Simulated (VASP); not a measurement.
# BeH: relaxation of cell and atoms with PBE

Crystal: BeH.

```
Be H
1.0
     2.31399   -2.68398    0.00000
     2.31399    2.68398    0.00000
     0.00000    0.00000    4.47595
Be H
4 4
Direct
  0.30217 0.30217 0.30078
  0.69783 0.69783 0.30078
  0.30217 0.30217 0.69922
  0.69783 0.69783 0.69922
  0.94038 0.27372 0.00000
  0.72628 0.05962 0.00000
  0.05962 0.72628 0.00000
  0.27372 0.94038 0.00000
```

The cell was generated, and may not be a known phase.

```
Program                : VASP 6.6.1
Task                   : relaxation of cell and atoms
Functional             : PBE
Potentials or basis    : VASP PAW PBE potentials, release 64 (Be, H)
Cutoff                 : 600 eV
k mesh                 : 6 × 6 × 4
Occupations            : gaussian, width 0.1 eV
Spin                   : no spin polarisation
Dipole correction      : no
Further INCAR settings : ALGO = Normal; EDIFF = 1e-07; IBRION = 2; EDIFFG = -0.04; NSW = 90; ISIF = 3
```

The relaxed volume is 10.62 Å³/atom. The relaxed cell is a = 5.058 Å, b = 5.058 Å, c = 3.994 Å, α = 90.00°, β = 90.00°, γ = 123.73°, the space group after relaxing (to 0.1 Å) is Pmmm (No. 47) and the energy gained by relaxing is 751.6 meV/atom. The ionic steps are 27, the pressure after relaxing is -0.3 GPa and the largest force after relaxing is 0.037 eV/Å. The band gap on the k mesh is 0.57 eV (least direct gap 0.88 eV).

Forces in eV/Å, atoms in the order of the input:
```
Be  -0.036  0.000 -0.003
Be   0.036  0.000 -0.003
Be  -0.036  0.000  0.003
Be   0.036  0.000  0.003
H    0.011 -0.017  0.000
H   -0.011 -0.017  0.000
H   -0.011  0.017  0.000
H    0.011  0.017  0.000
```

Stress tensor (GPa, compression positive):
```
-0.29  0.00  0.00
 0.00 -0.55  0.00
 0.00  0.00 -0.08
```

Step by step:
```
step  energy change (eV)  largest force (eV/Å)  pressure (GPa)  volume (Å³)
   1              0.0000                4.2127           11.71        55.60
   2             -1.9802                0.6317           -1.39        59.76
   3             -2.0391                0.4400           -2.37        60.93
   4             -2.0406                0.4393           -2.30        60.78
   5             -2.2941                0.3949           -0.99        60.06
   6             -2.6588                0.8592            8.66        57.39
   7             -2.6918                0.4185            3.62        58.49
   8             -2.7180                0.5338            5.53        58.02
   9             -2.8814                0.4172            3.64        60.71
  10             -2.8912                0.8607            3.11        61.91
  11             -3.0162                0.9176            2.26        63.69
  12             -3.4975                1.0068           -0.09        69.11
  13             -4.5675                1.0547           -2.55        80.33
  14             -5.2107                1.3375           -4.43       104.36
  15             -5.3014                0.9258           -4.06        96.65
  16             -5.5288                0.7251           -4.52       101.12
  17             -5.5680                0.5940           -4.73       102.98
  18             -5.7859                0.4061           -2.88        97.37
  19             -5.8596                0.4177           -0.73        92.34
  20             -5.9600                0.2618           -0.54        89.44
  21             -5.9963                0.1792           -0.16        86.76
  22             -5.9995                0.1998            0.08        86.56
  23             -6.0006                0.1007            0.00        86.62
  24             -6.0041                0.0353           -0.30        86.54
  25             -6.0051                0.0528           -0.59        86.47
  26             -6.0078                0.0435           -0.53        86.09
  27             -6.0127                0.0365           -0.31        84.97
```

Final structure:
```
CELL_PARAMETERS angstrom
2.38514 -4.45997 0.00000
2.38514 4.45997 0.00000
0.00000 0.00000 3.99385
ATOMIC_POSITIONS crystal
Be 0.25078 0.25078 0.24160
Be 0.74922 0.74922 0.24160
Be 0.25078 0.25078 0.75840
Be 0.74922 0.74922 0.75840
H 0.12764 0.37099 0.00000
H 0.62901 0.87236 0.00000
H 0.87236 0.62901 0.00000
H 0.37099 0.12764 0.00000
```

Levels at points of the mesh, in eV from the valence-band top:
```
           k point  band 3  band 4  band 5  band 6  band 7  band 8  band 9  band 10
(0.00, 0.00, 0.00)   -3.95   -2.26   -2.25   -1.84    2.25    3.67    3.76     5.45
(0.50, 0.00, 0.00)   -3.48   -3.48   -1.19   -1.14    4.20    4.29    4.54     4.57
(0.50, 0.50, 0.00)   -4.55   -2.09   -2.02   -1.26    2.05    4.24    5.35     5.75
(0.00, 0.00, 0.50)   -3.96   -3.39   -1.85    0.00    0.88    1.95    2.61     4.66
(0.50, 0.00, 0.50)   -2.95   -2.94   -2.59   -2.55    3.08    3.10    4.28     4.38
(0.50, 0.50, 0.50)   -4.42   -3.69   -0.89   -0.19    0.72    0.85    1.66     6.71
```

Run time: 4 min on 1 thread of AMD EPYC 9R45 (Zen 5), on a shared host, peak memory 0.15 GiB.

Caveat: the volume moved by over 15 % at a fixed basis, so the end points are rough. A k mesh can miss the band edges.
